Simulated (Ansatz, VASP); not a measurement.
# TiAl3: VASP beside Ansatz

INCAR

```
SYSTEM = TiAl3
PREC = Accurate ; ENCUT = 520
EDIFF = 1E-6 ; ISMEAR = 0
SIGMA = 0.1 ; LREAL = .False.
LASPH = .True. ; NELM = 60
ALGO = Fast ; ISIF = 2
LWAVE = .False. ; LCHARG = .False.
NBANDS = 18
```

The input KPOINTS:

```
Automatic mesh
0
Gamma
  9 6 6
  0 0 0
```

POSCAR

```
TiAl3
1.0
    2.8396770000      0.0000000000      0.0000000000
    0.0000000000      4.6812640000      0.0000000000
    0.0000000000      0.0000000000      4.9007420000
Ti Al
1 3
Direct
    0.0000000000      0.5000000000      0.1659160000
    0.0000000000      0.0000000000      0.8359000000
    0.5000000000      0.0000000000      0.3309120000
    0.5000000000      0.5000000000      0.6672710000
```

input.yaml

```yaml
crystal:
  lattice:
    - [2.839677, 0.0, 0.0]
    - [0.0, 4.681264, 0.0]
    - [0.0, 0.0, 4.900742]
  atoms:
    - { symbol: Ti, position: [0.0, 0.5, 0.165916] }
    - { symbol: Al, position: [0.0, 0.0, 0.8359] }
    - { symbol: Al, position: [0.5, 0.0, 0.330912] }
    - { symbol: Al, position: [0.5, 0.5, 0.667271] }
kpoints:
  mp_grid: { grid: [9, 6, 6] }
scf:
  occupations: { method: gaussian, width: 0.1 }
hamiltonian:
  xc: lda
  pseudopotentials: { kind: all_electron, lapw: { basis_error: 0.002 } }
output:
  forces: true
  stress: true
  eigenvalues: true
```

Alike in both runs: task single point; functional LDA; k mesh 9 × 6 × 6; occupations gaussian, width 0.1 eV; no spin polarisation.

|  | VASP | Ansatz |
| --- | --- | --- |
| version | VASP 6.6.1 | Ansatz 0.2.0 |
| potentials or method | VASP PAW LDA potentials, release 64 (Ti_sv, Al), cutoff 520 eV | all-electron LAPW, scalar-relativistic |

```tsv
	VASP	Ansatz	Ansatz less VASP
gap on the k mesh at the Fermi level (eV)	none	none	-
pressure (GPa)	-5.0	-5.1	-0.13
traceless stress, the component that is largest in VASP (GPa)	-2.13	-2.13	0.000
rms of the force components (eV/Å)	0.030	0.031	+0.0010
```

LDA's correlation is that of Perdew and Zunger in VASP and of Perdew and Wang (1992) in Ansatz. Atom by atom the forces differ by 0.001 eV/Å (rms over components). A gap of «none» marks a metal or a gap that the smearing closes. Ansatz ran all-electron here, and VASP with PAW potentials.
